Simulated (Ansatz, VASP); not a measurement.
**One calculation of Cu, two programs**

Contents of INCAR:

```
PREC     = Accurate       # precision mode
ENCUT    = 520            # plane-wave cutoff, eV
EDIFF    = 1E-6           # SCF threshold, eV
ISMEAR   = 0              # smearing method
SIGMA    = 0.15           # smearing width, eV
LREAL    = F              # projectors in reciprocal space
LASPH    = T              # aspherical terms in the spheres
NELM     = 80             # most SCF steps
ALGO     = Fast           # electronic algorithm
ISIF     = 2              # what is computed and relaxed
LWAVE    = F              # write WAVECAR
LCHARG   = F              # write CHGCAR
GGA      = PE             # functional
NBANDS   = 12             # bands
```

KPOINTS

```
regular mesh
0
Gamma
  24 24 24
```

The input POSCAR:

```
Cu
1.0
    0.0000000000      2.0070065841      1.7198039419
    2.0070065841      0.0000000000      1.7198039419
    2.0070065841      2.0070065841      0.0000000000
Cu
1
Direct
    0.0000000000      0.0000000000      0.0000000000
```

Input for Ansatz:

```yaml
crystal:
  lattice:
    - [0.0, 2.0070065841, 1.7198039419]
    - [2.0070065841, 0.0, 1.7198039419]
    - [2.0070065841, 2.0070065841, 0.0]
  atoms:
    - { symbol: Cu, position: [0.0, 0.0, 0.0] }
basis:
  ecutwfc: 520.0
kpoints:
  mp_grid: { grid: [24, 24, 24] }
hamiltonian:
  xc: pbe
  pseudopotentials: { kind: paw, azcp: { folder: soft_1 } }
scf:
  occupations: { method: gaussian, width: 0.15 }
output:
  forces: true
  stress: true
  eigenvalues: true
```

Alike in both runs: task single point; functional PBE; k mesh 24 × 24 × 24; occupations gaussian, width 0.15 eV; no spin polarisation.

```csv
,VASP,Ansatz
version,VASP 6.6.1,Ansatz 0.2.0
potentials or method,"VASP PAW PBE potentials, release 64 (Cu), cutoff 520 eV","scalar-relativistic, plane waves, PAW"
valence electrons in the cell,11,19
```

|  | VASP | Ansatz | Ansatz less VASP |
| --- | --- | --- | --- |
| gap on the k mesh at the Fermi level (eV) | none | none | - |
| pressure (GPa) | -12.9 | -14.0 | -1.15 |
| traceless stress, the component that is largest in VASP (GPa) | 1.54 | 1.56 | +0.020 |

A gap of «none» marks a metal or a gap that the smearing closes. The functional is the same, so the differences come from potentials, cutoffs and numerics. VASP's potentials hold 11 valence electrons a cell and Ansatz's 19, so a difference there can come from the potentials and not from the codes.
